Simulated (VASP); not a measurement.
## Sn: single point with revPBE

The system is Sn.

```
Sn
1.0
    -1.96686    1.96686    1.96686
     1.96686   -1.96686    1.96686
     1.96686    1.96686   -1.96686
Sn
1
Direct
  0.00000 0.00000 0.00000
```

This cell differs from its parent crystal: volume scaled by 1.08.

| Property | Result |
| --- | --- |
| Program | VASP 6.6.1 |
| Task | single point |
| Functional | revPBE |
| Potentials or basis | VASP PAW PBE potentials, release 64 (Sn_d) |
| Cutoff | 520 eV |
| k mesh | 13 × 13 × 13 |
| Occupations | fermi-dirac, width 0.1 eV |
| Spin | no spin polarisation |

```yaml
Pressure: -2.7 GPa
Band_gap_on_the_k_mesh: zero (band 7 reaches 13.89 eV, above the bottom of band 8 at 4.87 eV)
```

Levels at points of the mesh, in eV from the Fermi level:
```
           k point  band 5  band 6  band 7  band 8  band 9  band 10
(0.00, 0.00, 0.00)  -21.46  -10.29    7.03    7.03    7.03    11.85
```

Wall time 16 s on 1 thread of Intel(R) Xeon(R) Platinum 8559C (Emerald Rapids) (shared host), peak memory 0.16 GiB.

Caveat: the PAW data sets were made with another functional, which shifts forces and pressure a little; spin-orbit coupling is left out, which moves the levels of the heavy elements.
